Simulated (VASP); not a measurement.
A run of VASP 6.6.1 is set up as follows.

File POSCAR:

```
MgTe
1.0
    4.4860829330      0.0000000000      0.0000000000
   -2.2430414665      3.8850617834      0.0000000000
    0.0000000000      0.0000000000      7.5761177589
Mg Te
2 2
Direct
    0.3333333333      0.6666666667      0.0029702772
    0.6666666667      0.3333333333      0.5029702772
    0.3333333333      0.6666666667      0.3720297228
    0.6666666667      0.3333333333      0.8720297228
```

INCAR.step1

```
SYSTEM = MgTe
  PREC = Accurate
  ENCUT = 520
  EDIFF = 1E-5
  ISMEAR = 0
  SIGMA = 0.01
  LREAL = .False.
  LASPH = .True.
  NELM = 120
  ALGO = Normal
  ISIF = 2
  LWAVE = .True.
  LCHARG = .False.
  NBANDS = 16
  GGA = PE
  GGA_COMPAT = .False.
```

The input INCAR.step2:

```
SYSTEM = MgTe
  PREC = Accurate
  ENCUT = 520
  EDIFF = 1E-6
  ISMEAR = 0
  SIGMA = 0.01
  LREAL = .False.
  LASPH = .True.
  NELM = 120
  ALGO = Normal
  ISIF = 2
  LWAVE = .False.
  LCHARG = .False.
  GGA = PE
  LHFCALC = .True.
  HFSCREEN = 0.2079
  PRECFOCK = Normal
  NBANDS = 16
  ISTART = 1
  GGA_COMPAT = .False.
```

File KPOINTS:

```
regular mesh
0
Gamma
  6 6 2
  0 0 0
```

Potentials or basis: VASP PAW PBE potentials, release 64 (Mg, Te).

Command:

```console
$ cat potpaw_PBE.64/Mg/POTCAR potpaw_PBE.64/Te/POTCAR > POTCAR
$ cp INCAR.step1 INCAR
$ mpirun -np 1 vasp_std > vasp.out
$ cp INCAR.step2 INCAR
$ mpirun -np 1 vasp_std > vasp.out
```

**Question.** Predict the largest force.

**Answer.** 0.008 eV/Å.

**Question.** What does it give for the pressure?

**Answer.** 0.7 GPa.

**Question.** What does it give for the band gap on the k mesh?

**Answer.** 3.19 eV.

Stress tensor (GPa, compression positive):
```
 1.12  0.00  0.00
 0.00  1.12  0.00
 0.00  0.00 -0.25
```

Caveat: the cell differs from its parent crystal (epitaxial xy strain -2.0%); the structure was generated, so it needn't be the stable form of MgTe; the PAW data sets were made with another functional, which shifts forces and pressure a little; spin-orbit coupling is left out, which moves the levels of the heavy elements.
